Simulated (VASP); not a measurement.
# Sc3H (I4/mmm) in VASP: further runs

Sc3H is run at these levels: PBE; tasks: single point, relaxation of cell and atoms.

Everything below comes from runs of VASP 6.6.1. Logs are shortened: lines on timing, memory, paths and dates and some standing lists are left out, and cuts for length are marked.

### 1 The cell of the first run

Symmetry: I4/mmm, No. 139, tetragonal system. The conventional cell has a = 4.032 Å, b = 4.032 Å, c = 10.063 Å, α = 90.00°, β = 90.00°, γ = 90.00°. Within 3.8 Å of Sc (site symmetry 4/mmm) lie 4 H at 2.85 Å and 8 Sc at 3.22 Å. Within 3.8 Å of Sc (site symmetry -4m2) lie 8 Sc at 2.85 to 3.22 Å and 4 H at 3.22 Å. Within 3.8 Å of H (site symmetry 4/mmm) lie 12 Sc at 2.85 to 3.22 Å.

### 2 Single point, PBE

Contents of INCAR:

```
SYSTEM = Sc3H
PREC = Accurate
ENCUT = 520
EDIFF = 1E-6
ISMEAR = 0
SIGMA = 0.1
LREAL = .False.
LASPH = .True.
NELM = 60
ALGO = Fast
ISIF = 2
LWAVE = .False.
LCHARG = .False.
GGA = PE
NBANDS = 25
```

Contents of KPOINTS:

```
regular mesh
0
Gamma
  6 6 6
  0 0 0
```

Contents of POSCAR:

```
Sc3H
1.0
   -2.0160799582      2.0160799582      5.0312919493
    2.0160799582     -2.0160799582      5.0312919493
    2.0160799582      2.0160799582     -5.0312919493
Sc H
3 1
Direct
    0.5000000000      0.5000000000      0.0000000000
    0.2500000000      0.7500000000      0.5000000000
    0.7500000000      0.2500000000      0.5000000000
    0.0000000000      0.0000000000      0.0000000000
```

Potentials or basis: VASP PAW PBE potentials, release 64 (Sc_sv, H).

Command:

```sh
> cat potpaw_PBE.64/Sc_sv/POTCAR potpaw_PBE.64/H/POTCAR > POTCAR
> mpirun -np 1 vasp_std > vasp.out
```

OUTCAR:

```text
SYSTEM = Sc3H
   PREC = Accurate
   ENCUT = 520
   EDIFF = 1E-6
   ISMEAR = 0
   LREAL = .False.
   LASPH = .True.
   NELM = 60
   ISIF = 2
   GGA = PE

 ion  position               nearest neighbor table
   1  0.500  0.500  0.000-   2 3.22   3 3.22   2 3.22   3 3.22   2 3.22   3 3.22   2 3.22   3 3.22

   2  0.250  0.750  0.500-   3 2.85   3 2.85   3 2.85   3 2.85   1 3.22   1 3.22   1 3.22   1 3.22

   3  0.750  0.250  0.500-   2 2.85   2 2.85   2 2.85   2 2.85   1 3.22   1 3.22   1 3.22   1 3.22

   4  0.000  0.000  0.000-

  LATTYP: Found a body centered tetragonal cell.
 ALAT       =     4.0321599164
 C/A-ratio  =     2.4955815511

  Lattice vectors:

 A1 = (  -2.0160799582,   2.0160799582,   5.0312919493)
 A2 = (   2.0160799582,  -2.0160799582,   5.0312919493)
 A3 = (   2.0160799582,   2.0160799582,  -5.0312919493)

Analysis of symmetry for initial positions (statically):
=====================================================================
 Subroutine PRICEL returns:
 Original cell was already a primitive cell.

 Routine SETGRP: Setting up the symmetry group for a
 body centered tetragonal supercell.

 Subroutine GETGRP returns: Found 16 space group operations
 (whereof 16 operations were pure point group operations)
 out of a pool of 16 trial point group operations.

The static configuration has the point symmetry D_4h.

Analysis of symmetry for dynamics (positions and initial velocities):
=====================================================================
 Subroutine PRICEL returns:
 Original cell was already a primitive cell.

 Routine SETGRP: Setting up the symmetry group for a
 body centered tetragonal supercell.

 Subroutine GETGRP returns: Found 16 space group operations
 (whereof 16 operations were pure point group operations)
 out of a pool of 16 trial point group operations.

The dynamic configuration has the point symmetry D_4h.

 Subroutine INISYM returns: Found 16 space group operations
 (whereof 16 operations are pure point group operations),
 and found     1 'primitive' translations

----------------------------------------------------------------------------------------

                                     Primitive cell

  volume of cell :      81.8003

  direct lattice vectors                    reciprocal lattice vectors
    -2.016079958  2.016079958  5.031291949     0.000000000  0.248006037  0.099378053
     2.016079958 -2.016079958  5.031291949     0.248006037  0.000000000  0.099378053
     2.016079958  2.016079958 -5.031291949     0.248006037  0.248006037  0.000000000

  length of vectors
     5.782997101  5.782997101  5.782997101     0.267175956  0.267175956  0.350733501

  position of ions in fractional coordinates (direct lattice)
     0.500000000  0.500000000  0.000000000
     0.250000000  0.750000000  0.500000000
     0.750000000  0.250000000  0.500000000
     0.000000000  0.000000000  0.000000000

  ion indices of the primitive-cell ions
   primitive index   ion index
                 1           1
                 2           2
                 3           3
                 4           4

----------------------------------------------------------------------------------------

 KPOINTS: regular mesh

Automatic generation of k-mesh.
 Grid dimensions read from file:
 generate k-points for:    6    6    6

 Generating k-lattice:

  Cartesian coordinates                     Fractional coordinates (reciprocal lattice)
     0.000000000  0.041334339  0.016563009     0.166666667 -0.000000000  0.000000000
     0.041334339  0.000000000  0.016563009    -0.000000000  0.166666667  0.000000000
     0.041334339  0.041334339  0.000000000     0.000000000  0.000000000  0.166666667

  Length of vectors
     0.044529326  0.044529326  0.058455583

  Shift w.r.t. Gamma in fractional coordinates (k-lattice)
     0.000000000  0.000000000  0.000000000

 Subroutine IBZKPT returns following result:
 ===========================================

 Found     30 irreducible k-points:

 Following reciprocal coordinates:
            Coordinates               Weight
  0.000000  0.000000  0.000000      1.000000
  0.166667 -0.000000  0.000000      8.000000
  0.333333  0.000000 -0.000000      8.000000
  0.500000  0.000000  0.000000      4.000000
  0.166667  0.166667  0.000000      8.000000
  0.333333  0.166667 -0.000000     16.000000
[... 16 lines left out ...]
 -0.333333 -0.333333  0.166667      8.000000
 -0.166667 -0.333333  0.166667      8.000000
 [... further k-points ...]
   k-points           NKPTS =     30   k-points in BZ     NKDIM =     30   number of bands    NBANDS=     25
   number of dos      NEDOS =    301   number of ions     NIONS =      4
   total plane-waves  NPLWV = 110592
   dimension x,y,z NGX =    48 NGY =   48 NGZ =   48
   dimension x,y,z NGXF=    96 NGYF=   96 NGZF=   96
   ions per type =               3   1
   NGX,Y,Z   is equivalent  to a cutoff of  13.80, 13.80, 13.80 a.u.
   NGXF,Y,Z  is equivalent  to a cutoff of  27.60, 27.60, 27.60 a.u.
 SYSTEM =  Sc3H
   PREC   = accura    normal or accurate (medium, high low for compatibility)
   ISTART =      0    job   : 0-new  1-cont  2-samecut
   ICHARG =      2    charge: 1-file 2-atom 10-const
   ISPIN  =      1    spin polarized calculation?
   LNONCOLLINEAR =      F non collinear calculations
   LSORBIT =      F    spin-orbit coupling
   LASPH  =      T    aspherical Exc in radial PAW
   ENCUT  =  520.0 eV  38.22 Ry    6.18 a.u.  10.75 10.75 10.75*2*pi/ulx,y,z
   NELM   =     60;   NELMIN=  2; NELMDL= -5     # of ELM steps
   EDIFF  = 0.1E-05   stopping-criterion for ELM
   LREAL  =      F    real-space projection
   EDIFFG = 0.1E-04   stopping-criterion for IOM
   NSW    =      0    number of steps for IOM
   IBRION =     -1    ionic relax: 0-MD 1-quasi-New 2-CG
   NFREE  =      0    steps in history (QN), initial steepest desc. (CG)
   ISIF   =      2    stress and relaxation
   ISYM   =      2    0-nonsym 1-usesym 2-fastsym
   POTIM  = 0.5000    time-step for ionic-motion
   TEBEG  =    0.0;   TEEND  =   0.0 temperature during run
   PSTRESS=    0.0 pullay stress
   NELECT =      34.0000    total number of electrons
   NUPDOWN=      -1.0000    fix difference up-down
   EMIN   =  10.00;   EMAX   =-10.00  energy-range for DOS
   EFERMI =   0.00;   METHOD = LEGACY
   ISMEAR =     0;   SIGMA  =   0.10  broadening in eV -4-tet -1-fermi 0-gaus
   EFERMI_NEDOS =   21; number of points for ismear=-14 and -15
   IALGO  =     68    algorithm
   IMIX   =      4    mixing-type and parameters
     AMIX     =   0.40;   BMIX     =  1.00
     AMIX_MAG =   1.60;   BMIX_MAG =  1.00
  volume/ion in A,a.u.               =      20.45       138.00
  Fermi-wavevector in a.u.,A,eV,Ry     =   1.221751  2.308775 20.309092  1.492676
  Thomas-Fermi vector in A             =   2.356922
   LORBIT       =      0    0 simple, 1 ext, 2 COOP (PROOUT), +10 PAW based schemes
   GGA     = PE    functional components
   LHFCALC =     F    Hartree Fock is set to
   AEXX    =    0.0000 exact exchange contribution
   IVDW    =     0    specifies the selected vdW correction
   LEPSILON=     F    determine dielectric tensor
   LRPA    =     F    only Hartree local field effects (RPA)
 non-spin polarized calculation
 RMM-DIIS sequential band-by-band and
 Gauss-broadening in eV      SIGMA  =   0.10
  energy-cutoff  :      520.00
  volume of cell :       81.80
 maximum number of plane-waves:      2231
 NGX is ok and might be reduce to    48
   NGX = 21   NGY = 21   NGZ = 21

 number of electron      33.9999997 magnetization

 Free energy of the ion-electron system (eV)
  ---------------------------------------------------
  ext. energy  EPLUGINS =         0.00000000
  ---------------------------------------------------
  free energy    TOTEN  =       -19.75309933 eV

  energy without entropy =      -19.73726891  energy(sigma->0) =      -19.74518412

 E-fermi :   3.3686     XC(G=0):  -9.5953

 val. band max:        3.3569371869   @ k =  -0.1667  -0.3333   0.1667
 cond. band min:       3.3720335210   @ k =  -0.1667   0.1667   0.0000
 fundamental gap:      0.0150963341
 Fermi energy:         3.3685583371

 k-point     1 :       0.0000    0.0000    0.0000
  band No.  band energies     occupation
      1     -46.3734      2.00000
      2     -46.0189      2.00000
      3     -45.8324      2.00000
      4     -25.0420      2.00000
      5     -25.0420      2.00000
      6     -25.0115      2.00000
[... 17 lines left out ...]
     24       5.7118      0.00000
     25       6.0946      0.00000

 k-point     2 :       0.1667   -0.0000    0.0000
  band No.  band energies     occupation
      1     -46.3725      2.00000
      2     -46.0068      2.00000
      3     -45.8450      2.00000
      4     -25.0524      2.00000
      5     -25.0434      2.00000
      6     -25.0034      2.00000
[... 17 lines left out ...]
     24       5.6434      0.00000
     25       6.2573      0.00000

 k-point     3 :       0.3333    0.0000   -0.0000
  band No.  band energies     occupation
      1     -46.3707      2.00000
      2     -45.9731      2.00000
      3     -45.8794      2.00000
      4     -25.0720      2.00000
      5     -25.0446      2.00000
      6     -24.9712      2.00000
[... 17 lines left out ...]
     24       5.5843      0.00000
     25       6.0274      0.00000

 k-point     4 :       0.5000    0.0000    0.0000
  band No.  band energies     occupation
      1     -46.3699      2.00000
      2     -45.9267      2.00000
      3     -45.9261      2.00000
      4     -25.0816      2.00000
      5     -25.0448      2.00000
      6     -24.9466      2.00000
[... 17 lines left out ...]
     24       5.6738      0.00000
     25       5.8014      0.00000

 k-point     5 :       0.1667    0.1667    0.0000
  band No.  band energies     occupation
      1     -46.3714      2.00000
      2     -45.9964      2.00000
      3     -45.8558      2.00000
      4     -25.0567      2.00000
      5     -25.0549      2.00000
      6     -25.0022      2.00000
[... 17 lines left out ...]
     24       5.6302      0.00000
     25       6.2964      0.00000

 k-point     6 :       0.3333    0.1667   -0.0000
  band No.  band energies     occupation
      1     -46.3700      2.00000
      2     -45.9669      2.00000
      3     -45.8854      2.00000
      4     -25.0741      2.00000
      5     -25.0561      2.00000
      6     -24.9857      2.00000
[... 17 lines left out ...]
     24       5.8697      0.00000
     25       6.1485      0.00000
[... 393 lines left out ...]
 k-point    21 :      -0.3333    0.5000    0.1667
  band No.  band energies     occupation
      1     -46.3695      2.00000
      2     -45.9675      2.00000
      3     -45.8854      2.00000
      4     -25.0822      2.00000
      5     -25.0550      2.00000
      6     -24.9432      2.00000
[... 17 lines left out ...]
     24       6.0319      0.00000
     25       6.3080      0.00000

 k-point    22 :      -0.1667    0.5000    0.1667
  band No.  band energies     occupation
      1     -46.3701      2.00000
      2     -45.9739      2.00000
      3     -45.8793      2.00000
      4     -25.0762      2.00000
      5     -25.0493      2.00000
      6     -24.9379      2.00000
[... 17 lines left out ...]
     24       5.7652      0.00000
     25       6.2392      0.00000

 k-point    23 :      -0.3333   -0.3333    0.1667
  band No.  band energies     occupation
      1     -46.3704      2.00000
      2     -45.9975      2.00000
      3     -45.8558      2.00000
      4     -25.0728      2.00000
      5     -25.0563      2.00000
      6     -24.9565      2.00000
[... 17 lines left out ...]
     24       6.2068      0.00000
     25       6.4283      0.00000

 k-point    24 :      -0.1667   -0.3333    0.1667
  band No.  band energies     occupation
      1     -46.3714      2.00000
      2     -46.0079      2.00000
      3     -45.8450      2.00000
      4     -25.0616      2.00000
      5     -25.0530      2.00000
      6     -24.9662      2.00000
[... 17 lines left out ...]
     24       5.6465      0.00000
     25       6.3240      0.00000

 [... further k-points ...]
[... 5 lines left out ...]
  --------------------------------------------------------------------------------------
  -------------------------------------------------------------------------------------
  Total       -0.1149700     -0.1149700      0.1904700      0.0000000      0.0000000     -0.0000000
  in kB       -2.2518525     -2.2518525      3.7306305      0.0000000      0.0000000     -0.0000000
  external PRESSURE =      -0.2576915 kB  Pullay stress =       0.0000000 kB

 VOLUME and BASIS-vectors are now :
 -----------------------------------------------------------------------------
  energy-cutoff  :      520.00
  volume of cell :       81.80
      direct lattice vectors                 reciprocal lattice vectors
    -2.016079958  2.016079958  5.031291949     0.000000000  0.248006037  0.099378053
     2.016079958 -2.016079958  5.031291949     0.248006037  0.000000000  0.099378053
     2.016079958  2.016079958 -5.031291949     0.248006037  0.248006037  0.000000000

 POSITION                                       TOTAL-FORCE (eV/Angst)
 -----------------------------------------------------------------------------------
      0.00000      0.00000      5.03129        -0.000000      0.000000      0.000000
      2.01608      0.00000      2.51565        -0.000000     -0.000000      0.000000
      0.00000      2.01608      2.51565         0.000000      0.000000     -0.000000
      0.00000      0.00000      0.00000        -0.000000      0.000000      0.000000
 -----------------------------------------------------------------------------------
    total drift:                                0.000000     -0.000000      0.000000

  FREE ENERGIE OF THE ION-ELECTRON SYSTEM (eV)
  ---------------------------------------------------
  free  energy   TOTEN  =       -19.7530993296 eV

  energy  without entropy=      -19.7372689104  energy(sigma->0) =      -19.74518412
```

Wall time 4 min (1 thread of AMD EPYC 9755, shared host); peak memory 0.3 GiB.

What came out:

```
Free energy            : -19.7531 eV
Pressure               : 0.0 GPa
Band gap on the k mesh : zero (bands 17 and 18 overlap by 0.61 eV)
```

Stress tensor (GPa, compression positive):
```
-0.23  0.00  0.00
 0.00 -0.23  0.00
 0.00  0.00  0.37
```

### 3 Relaxation of cell and atoms, PBE

This run uses another cell than the first one, of 16.07 Å³/atom.

Contents of INCAR:

```
  PREC = Accurate
  ENCUT = 600
  EDIFF = 1E-6
  ISMEAR = 0
  SIGMA = 0.1
  LREAL = F
  LASPH = T
  NELM = 80
  ALGO = Normal
  ISIF = 3
  LWAVE = F
  LCHARG = F
  GGA = PE
  IBRION = 2
  NSW = 90
  EDIFFG = -0.04
```

Contents of KPOINTS:

```
regular mesh
0
Gamma
  6 6 6
```

Contents of POSCAR:

```
Sc3H
1.0
   -1.9302913972      1.9302913972      4.3118197443
    1.9302913972     -1.9302913972      4.3118197443
    1.9302913972      1.9302913972     -4.3118197443
Sc H
3 1
Direct
    0.5000000000      0.5000000000      0.0000000000
    0.2500000000      0.7500000000      0.5000000000
    0.7500000000      0.2500000000      0.5000000000
    0.0000000000      0.0000000000      0.0000000000
```

Potentials or basis: VASP PAW PBE potentials, release 64 (Sc_sv, H).

Command:

```sh
> cat potpaw_PBE.64/Sc_sv/POTCAR potpaw_PBE.64/H/POTCAR > POTCAR
> mpirun -np 1 vasp_std > vasp.out
```

Run time: 8.5 min. Hardware: 1 thread of AMD EPYC 9755, shared host; peak memory 0.26 GiB.

It converged, with:

```yaml
Free_energy: -19.7477 eV
Relaxed_volume: 20.36 Å³/atom
Relaxed_cell: a = 5.801 Å, b = 5.801 Å, c = 5.801 Å, α = 139.55°, β = 139.55°, γ = 58.54°
Space_group_after_relaxing_to_0.1_Å: I4/mmm (No. 139)
Energy_gained_by_relaxing: 211.4 meV/atom
Ionic_steps: 9
Pressure_after_relaxing: 0.1 GPa
Band_gap_on_the_k_mesh: zero (bands 17 and 18 overlap by 0.60 eV)
```

Step by step:
```
step  energy change (eV)  largest force (eV/Å)  pressure (GPa)  volume (Å³)
   1              0.0000                0.0000           15.21        64.26
   2             -0.7572                0.0000            1.59        79.51
   3             -0.7760                0.0000           -0.69        83.70
   4             -0.7770                0.0000           -0.33        82.97
   5             -0.8081                0.0000           -0.39        82.90
   6             -0.8439                0.0000           -0.45        82.50
   7             -0.8443                0.0000           -0.46        82.56
   8             -0.8444                0.0000           -0.46        82.55
   9             -0.8455                0.0000            0.14        81.43
```

Final structure:
```yaml
crystal:
  lattice:
    - [-2.00564, 2.00564, 5.06079]
    - [2.00564, -2.00564, 5.06079]
    - [2.00564, 2.00564, -5.06079]
  atoms:
    - { symbol: Sc, position: [0.50000, 0.50000, 0.00000] }
    - { symbol: Sc, position: [0.25000, 0.75000, 0.50000] }
    - { symbol: Sc, position: [0.75000, 0.25000, 0.50000] }
    - { symbol: H, position: [0.00000, 0.00000, 0.00000] }
```

Levels at points of the mesh, in eV from the Fermi level:
| k point | band 15 | band 16 | band 17 | band 18 | band 19 | band 20 |
| --- | --- | --- | --- | --- | --- | --- |
| (0.00, 0.00, 0.00) | -1.54 | -0.33 | 0.45 | 0.52 | 0.52 | 1.27 |
| (0.50, 0.00, 0.00) | -0.86 | -0.85 | -0.31 | 0.58 | 0.87 | 1.20 |
| (0.50, 0.50, 0.00) | -1.07 | -1.00 | -0.44 | 0.57 | 0.78 | 0.81 |
| (0.50, 0.50, 0.50) | -1.99 | -0.26 | -0.23 | -0.15 | -0.15 | 0.70 |

Caveat: the volume moved by over 15 % at a fixed basis, so the end points are rough.
